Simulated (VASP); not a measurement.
P3In3, 6 atoms in the cell. The cell holds a cluster in a box, 6 atoms: a = 13.000 Å, b = 13.300 Å, c = 13.600 Å, α = 90.00°, β = 90.00°, γ = 90.00°. 

```yaml
Program: VASP 6.6.1
Task: single point
Functional: PBE
Potentials_or_basis: VASP PAW PBE potentials, release 64 (P, In_d)
Cutoff: 520 eV
k_mesh: 1 × 1 × 1
Occupations: gaussian, width 0.05 eV
Spin: collinear spin
Starting_moments: "[0.4, 0.4, 0.4, 0.4, 0.4, 0.4] μB"
Dipole_correction: no
Further_INCAR_settings: ALGO = Normal; EDIFF = 1e-06; NBANDS = 40
```

Potentials or basis: VASP PAW PBE potentials, release 64 (P, In_d).

The run is started by

```console
$ cat potpaw_PBE.64/P/POTCAR potpaw_PBE.64/In_d/POTCAR > POTCAR
$ mpirun -np 1 vasp_gam > vasp.out
```

Hardware: 1 thread of Intel(R) Xeon(R) Platinum 8488C (Sapphire Rapids) (shared host).

**Question.** How long does it take, and how much memory?

**Answer.** It took 8 min on 1 thread of Intel(R) Xeon(R) Platinum 8488C (Sapphire Rapids) (shared host), peak memory 2.4 GiB. Counts: scf iterations 28, k points 1.
